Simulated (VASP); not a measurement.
Input of a VASP 6.6.1 run:

Contents of INCAR:

```
PREC = Accurate ; ENCUT = 520
EDIFF = 1E-7 ; ISMEAR = -1
SIGMA = 0.05 ; LREAL = False
LASPH = True ; NELM = 60
ALGO = Normal ; ISIF = 2
LWAVE = False ; LCHARG = True
GGA = B5 ; ALDAX = 1.0
AGGAX = 1.0 ; AGGAC = 1.0
ALDAC = 0.0 ; LELF = True
LVHAR = True ; NBANDS = 16
```

File KPOINTS:

```
regular mesh
0
Gamma
  7 7 5
```

Contents of POSCAR:

```
Te
1.0
    5.1665935548      0.0000000000      0.0000000000
   -2.5832967774      4.4744012695      0.0000000000
    0.0000000000      0.0000000000      5.7420078694
Te
3
Direct
    0.2204697237      0.0000000000      0.3333333333
    1.0000000000      0.2204697237      0.6666666667
    0.7795302763      0.7795302763      0.0000000000
```

Potentials or basis: VASP PAW PBE potentials, release 64 (Te).

Command:

```console
$ cat potpaw_PBE.64/Te/POTCAR > POTCAR
$ mpirun -np 1 vasp_std > vasp.out
```

(1) Estimate the band gap on the k mesh.

(2) Predict the largest force.

(3) What does it give for the pressure?

## Answers

(1) 1.22 eV (least direct gap 1.35 eV).

(2) 0.833 eV/Å.

(3) 2.8 GPa.

Caveat: the PAW data sets were made with another functional, which shifts forces and pressure a little; spin-orbit coupling is left out, which moves the levels of the heavy elements.
